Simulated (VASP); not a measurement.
# RhN (wurtzite type) (P6_3mc) in VASP: a series of runs, part 2 of 2

VASP 6.6.1. The steps go on from the part before.

## (3) Electric field gradients, PBE

INCAR reads:

```
SYSTEM = RhN
PREC = Accurate ; ENCUT = 520
EDIFF = 1E-8 ; ISMEAR = -1
SIGMA = 0.05 ; LREAL = .FALSE.
LASPH = .TRUE. ; NELM = 100
ALGO = Normal ; ISIF = 2
LWAVE = .FALSE. ; LCHARG = .FALSE.
GGA = PE ; LEFG = .TRUE.
NBANDS = 28
```

KPOINTS reads:

```
regular mesh
0
G
  15 15 8
  0 0 0
```

POSCAR reads:

```
RhN
1.0
    3.1220633946      0.0000000000      0.0000000000
   -1.5610316973      2.7037862119      0.0000000000
    0.0000000000      0.0000000000      5.7753371800
Rh N
2 2
Direct
    0.3333333333      0.6666666667      0.0068738725
    0.6666666667      0.3333333333      0.5068738725
    0.3333333333      0.6666666667      0.3691261275
    0.6666666667      0.3333333333      0.8691261275
```

Potentials or basis: VASP PAW PBE potentials, release 64 (Rh_pv, N).

On the command line:

```
$ cat potpaw_PBE.64/Rh_pv/POTCAR potpaw_PBE.64/N/POTCAR > POTCAR
$ mpirun -np 1 vasp_std > vasp.out
```

OUTCAR:

```text
SYSTEM = RhN
   PREC = Accurate
   ENCUT = 520
   EDIFF = 1E-8
   ISMEAR = -1
   LREAL = .FALSE.
   LASPH = .TRUE.
   NELM = 100
   ISIF = 2
   GGA = PE

 ion  position               nearest neighbor table
   1  0.333  0.667  0.007-   4 1.97   4 1.97   4 1.97   3 2.09
   2  0.667  0.333  0.507-   3 1.97   3 1.97   3 1.97   4 2.09
   3  0.333  0.667  0.369-   2 1.97   2 1.97   2 1.97   1 2.09
   4  0.667  0.333  0.869-   1 1.97   1 1.97   1 1.97   2 2.09

  LATTYP: Found a hexagonal cell.
 ALAT       =     3.1220633946
 C/A-ratio  =     1.8498462235

  Lattice vectors:

 A1 = (   3.1220633946,   0.0000000000,   0.0000000000)
 A2 = (  -1.5610316973,   2.7037862119,   0.0000000000)
 A3 = (   0.0000000000,   0.0000000000,   5.7753371800)

Analysis of symmetry for initial positions (statically):
=====================================================================
 Subroutine PRICEL returns:
 Original cell was already a primitive cell.

 Routine SETGRP: Setting up the symmetry group for a
 hexagonal supercell.

 Subroutine GETGRP returns: Found 12 space group operations
 (whereof  6 operations were pure point group operations)
 out of a pool of 24 trial point group operations.

The static configuration has the point symmetry C_3v.
 The point group associated with its full space group is C_6v.

Analysis of symmetry for dynamics (positions and initial velocities):
=====================================================================
 Subroutine PRICEL returns:
 Original cell was already a primitive cell.

 Routine SETGRP: Setting up the symmetry group for a
 hexagonal supercell.

 Subroutine GETGRP returns: Found 12 space group operations
[... 170 lines left out ...]
      6     -38.7203      2.00000
[... 733 lines left out ...]
     27      17.5672      0.00000
     28      19.5745      0.00000

 [... further k-points ...]
[... 5 lines left out ...]
  --------------------------------------------------------------------------------------
  -------------------------------------------------------------------------------------
  Total        0.0110147      0.0110147      0.0006158      0.0000000     -0.0000000      0.0000000
  in kB        0.3619876      0.3619876      0.0202379      0.0000000     -0.0000000      0.0000000
  external PRESSURE =       0.2480710 kB  Pullay stress =       0.0000000 kB

 VOLUME and BASIS-vectors are now :
 -----------------------------------------------------------------------------
  energy-cutoff  :      520.00
  volume of cell :       48.75
      direct lattice vectors                 reciprocal lattice vectors
     3.122063395  0.000000000  0.000000000     0.320300991  0.184925864  0.000000000
    -1.561031697  2.703786212  0.000000000     0.000000000  0.369851727  0.000000000
     0.000000000  0.000000000  5.775337180     0.000000000  0.000000000  0.173150064

 POSITION                                       TOTAL-FORCE (eV/Angst)
 -----------------------------------------------------------------------------------
     -0.00000      1.80252      0.03970         0.000000     -0.000000      0.011281
      1.56103      0.90126      2.92737        -0.000000      0.000000      0.011281
     -0.00000      1.80252      2.13183         0.000000      0.000000     -0.011281
      1.56103      0.90126      5.01950         0.000000     -0.000000     -0.011281
 -----------------------------------------------------------------------------------
    total drift:                               -0.000000      0.000000      0.000293

  FREE ENERGIE OF THE ION-ELECTRON SYSTEM (eV)
  ---------------------------------------------------
  free  energy   TOTEN  =       -29.0988129060 eV

  energy  without entropy=      -29.0809192445  energy(sigma->0) =      -29.08986608

 Electric field gradients (V/A^2)
---------------------------------------------------------------------
 ion       V_xx      V_yy      V_zz      V_xy      V_xz      V_yz
---------------------------------------------------------------------
   1      14.912    14.912   -29.824     0.000     0.000    -0.000
   2      14.912    14.912   -29.824     0.000    -0.000     0.000
   3      -1.769    -1.769     3.538    -0.000    -0.000     0.000
   4      -1.769    -1.769     3.538    -0.000     0.000    -0.000
---------------------------------------------------------------------

 Electric field gradients after diagonalization (V/A^2)
 (convention: |V_zz| > |V_xx| > |V_yy|)
----------------------------------------------------------------------
 ion       V_xx      V_yy      V_zz     asymmetry (V_yy - V_xx)/ V_zz
----------------------------------------------------------------------
   1      14.912    14.912   -29.824       0.000
   2      14.912    14.912   -29.824       0.000
   3      -1.769    -1.769     3.538       0.000
   4      -1.769    -1.769     3.538       0.000
----------------------------------------------------------------------

           NMR quadrupolar parameters

 Cq : quadrupolar parameter    Cq=e*Q*V_zz/h
 eta: asymmetry parameters     (V_yy - V_xx)/ V_zz
 Q  : nuclear electric quadrupole moment in mb (millibarn)
----------------------------------------------------------------------
 ion       Cq(MHz)       eta       Q (mb)
----------------------------------------------------------------------
   1      -0.072       0.000       1.000
   2      -0.072       0.000       1.000
   3       0.009       0.000       1.000
   4       0.009       0.000       1.000
----------------------------------------------------------------------
```

stdout:

```text
POSCAR found type information on POSCAR RhN
 POSCAR found :  2 types and       4 ions
 scaLAPACK will be used
 LDA part: xc-table for (Slater+PW92), standard interpolation
 POSCAR, INCAR and KPOINTS ok, starting setup
 FFT: planning ... GRIDC
 FFT: planning ... GRID_SOFT
 FFT: planning ... GRID
 WAVECAR not read
 entering main loop
ion   1

ion   2

ion   3

ion   4
```

It took 2 min on 1 thread of Intel Xeon Platinum 8259CL at 2.50GHz (Skylake/Cascade Lake), shared host; peak memory 0.28 GiB.

What came out:

| Property | Result |
| --- | --- |
| Free energy | -29.0988 eV |
| Pressure | 0.0 GPa |
| Largest force | 0.011 eV/Å |
| Band gap on the k mesh | zero (band 20 reaches 10.09 eV, above the bottom of band 21 at 7.93 eV) |

Forces in eV/Å, atoms in the order of the input:
```
Rh   0.000  0.000  0.011
Rh   0.000  0.000  0.011
N    0.000  0.000 -0.011
N    0.000  0.000 -0.011
```

Levels at points of the mesh, in eV from the Fermi level:
```csv
k point,band 16,band 17,band 18,band 19,band 20,band 21,band 22,band 23,band 24,band 25
"(0.00, 0.00, 0.00)",-2.79,-2.06,-2.06,-1.58,1.22,1.82,1.82,3.06,3.42,3.42
"(0.00, 0.00, 0.50)",-2.41,-2.41,-2.41,0.48,0.48,2.57,2.57,2.57,2.57,3.85
```

Electric field gradients, principal values (V/Å²):
```csv
atom,least,middle,greatest (by size)
1 Rh,14.912,14.912,-29.824
2 Rh,14.912,14.912,-29.824
3 N,-1.769,-1.769,3.538
4 N,-1.769,-1.769,3.538
```

Caveat: without QUAD_EFG the Cq values of the log hold for a quadrupole moment of 1 mb, not for the nuclei.
